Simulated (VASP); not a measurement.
A run of VASP 6.6.1 is set up as follows.

INCAR

```
ALGO = Normal
EDIFF = 1E-6
EDIFFG = -0.01
ENCUT = 600
GGA = PE
IBRION = 2
ISIF = 3
ISMEAR = 0
LASPH = True
LCHARG = False
LREAL = False
LWAVE = False
NELM = 80
NSW = 100
PREC = Accurate
SIGMA = 0.1
```

KPOINTS

```
k-points
0
Gamma
  6 6 12
```

The input POSCAR:

```
NbTe3
1.0
    9.7935827650      0.0000000000      0.0000000000
   -4.8967913825      8.4814914686      0.0000000000
    0.0000000000      0.0000000000      3.4352780838
Nb Te
2 6
Direct
    0.3333333333      0.6666666667      0.2500000000
    0.6666666667      0.3333333333      0.7500000000
    0.7949836912      0.5899673823      0.2500000000
    0.2050163088      0.7949836912      0.7500000000
    0.4100326177      0.2050163088      0.2500000000
    0.2050163088      0.4100326177      0.7500000000
    0.7949836912      0.2050163088      0.2500000000
    0.5899673823      0.7949836912      0.7500000000
```

Potentials or basis: VASP PAW PBE potentials, release 64 (Nb_sv, Te).

Launch:

```bash
$ cat potpaw_PBE.64/Nb_sv/POTCAR potpaw_PBE.64/Te/POTCAR > POTCAR
$ mpirun -np 1 vasp_std > vasp.out
```

Question: Estimate the relaxed cell.

Answer: a = 9.910 Å, b = 9.910 Å, c = 3.428 Å, α = 90.00°, β = 90.00°, γ = 120.00°.

Question: Estimate the band gap on the k mesh.

Answer: Zero (bands 31 and 32 overlap by 0.54 eV).

Final structure:
```xyz
8
Lattice="9.9101 0.0000 0.0000 -4.9550 8.5824 0.0000 0.0000 0.0000 3.4275" Properties=species:S:1:pos:R:3 pbc="T T T"
Nb    0.0000    5.7216    0.8569
Nb    4.9550    2.8608    2.5706
Te    4.9550    5.0409    0.8569
Te   -1.8881    6.8117    2.5706
Te    3.0670    1.7707    0.8569
Te    0.0000    3.5414    2.5706
Te    6.8431    1.7707    0.8569
Te    1.8881    6.8117    2.5706
```

Caveat: spin-orbit coupling is left out, which moves the levels of the heavy elements.
